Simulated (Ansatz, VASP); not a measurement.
# One calculation of Zn5O2, two programs

File INCAR:

```
SYSTEM = Zn5O2
ALGO     = Normal         ! electronic algorithm
EDIFF    = 1E-6           ! SCF threshold, eV
EDIFFG   = -0.08          ! ionic threshold
ENCUT    = 600            ! plane-wave cutoff, eV
GGA      = PE             ! functional
IBRION   = 2              ! ionic algorithm
ISIF     = 3              ! what is computed and relaxed
ISMEAR   = 0              ! smearing method
LASPH    = .TRUE.         ! aspherical terms in the spheres
LCHARG   = .FALSE.        ! write CHGCAR
LREAL    = .FALSE.        ! projectors in reciprocal space
LWAVE    = .FALSE.        ! write WAVECAR
NELM     = 80             ! most SCF steps
NSW      = 36             ! ionic steps
PREC     = Accurate       ! precision mode
SIGMA    = 0.2            ! smearing width, eV
```

The input KPOINTS:

```
k-points
0
G
  6 6 2
  0 0 0
```

The input POSCAR:

```
Zn5O2
1.0
    3.0500000000      0.0000000000      0.0000000000
   -1.5250000000      2.6413774800      0.0000000000
    0.0000000000      0.0000000000     10.8000000000
Zn O
5 2
Direct
    0.3333333300      0.6666666700      0.4900000000
    0.0000000000      0.0000000000      0.2400000000
    0.6666666700      0.3333333300      0.0000000000
    0.6666666700      0.3333333300      0.6600000000
    0.3333333300      0.6666666700      0.8300000000
    0.0000000000      0.0000000000      0.4200000000
    0.6666666700      0.3333333300      0.1800000000
```

Input for Ansatz:

```yaml
crystal:
  lattice:
    - [3.05, 0.0, 0.0]
    - [-1.525, 2.64137748, 0.0]
    - [0.0, 0.0, 10.8]
  atoms:
    - { symbol: Zn, position: [0.33333333, 0.66666667, 0.49] }
    - { symbol: Zn, position: [0.0, 0.0, 0.24] }
    - { symbol: Zn, position: [0.66666667, 0.33333333, 0.0] }
    - { symbol: Zn, position: [0.66666667, 0.33333333, 0.66] }
    - { symbol: Zn, position: [0.33333333, 0.66666667, 0.83] }
    - { symbol: O, position: [0.0, 0.0, 0.42] }
    - { symbol: O, position: [0.66666667, 0.33333333, 0.18] }
basis:
  ecutwfc: 420
kpoints:
  mp_grid: { grid: [6, 6, 2] }
hamiltonian:
  xc: pbe
scf:
  occupations: { method: gaussian, width: 0.2 }
  lower_state_search: "off"
output:
  forces: true
  stress: true
  eigenvalues: true
relax:
  adjacent_minimum: "off"
  f_tol: 0.08
  max_steps: 16
  cell: { stress_tol: 0.8 }
```

Alike in both runs: task relaxation of cell and atoms; functional PBE; k mesh 6 × 6 × 2; occupations gaussian, width 0.2 eV; no spin polarisation.

|  | VASP | Ansatz |
| --- | --- | --- |
| version | VASP 6.6.1 | Ansatz 0.2.0 |
| potentials or method | VASP PAW PBE potentials, release 64 (Zn, O), cutoff 600 eV | scalar-relativistic, plane waves, PAW |
| valence electrons in the cell | 72 | 72 |

```csv
,VASP,Ansatz,Ansatz less VASP
"gap on the k mesh at the Fermi level, each at its own relaxed structure (eV)",none,none,-
relaxed volume (Å³/atom),14.26,14.19,-0.066
relaxed cell length with the largest relative difference (Å),11.529,11.464,-0.0649
```

A gap of «none» marks a metal or a gap that the smearing closes.

The k mesh is coarse, so the values compare programs but aren't converged.
